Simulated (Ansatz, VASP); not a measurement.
## Two plane-wave programs on InP3

```xyz
8
Lattice="3.7150 2.1448 3.2794 -3.7150 2.1448 3.2794 0.0000 -4.2897 3.2794" Properties=species:S:1:pos:R:3 pbc="T T T"
In    0.0000    0.0000    2.6886
In    0.0000    0.0000    7.1496
P     2.0563   -1.1872    6.0033
P     0.0000    2.3744    6.0033
P    -2.0563   -1.1872    6.0033
P    -2.0563    1.1872    3.8349
P     2.0563    1.1872    3.8349
P     0.0000   -2.3744    3.8349
```

Alike in both runs: functional PBEsol; k mesh 6 × 6 × 6; occupations gaussian, width 0.1 eV; no spin polarisation.

Ansatz relaxed the structure, and its values are those at the end. VASP's run is a single point on that final structure, the one shown.

|  | VASP | Ansatz |
| --- | --- | --- |
| version | VASP 6.6.1 | Ansatz 0.2.0 |
| potentials or method | VASP PAW PBE potentials, release 64 (In_d, P), cutoff 520 eV | scalar-relativistic, plane waves, PAW |
| valence electrons in the cell | 56 | 56 |

|  | VASP | Ansatz | Ansatz less VASP |
| --- | --- | --- | --- |
| gap on the k mesh at the Fermi level (eV) | none | none | - |
| pressure (GPa) | 0.0 | 0.0 | +0.02 |
| rms of the force components (eV/Å) | 0.012 | 0.002 | -0.0093 |

VASP's potentials were made for PBE, not for PBEsol. A gap of «none» marks a metal or a gap that the smearing closes.
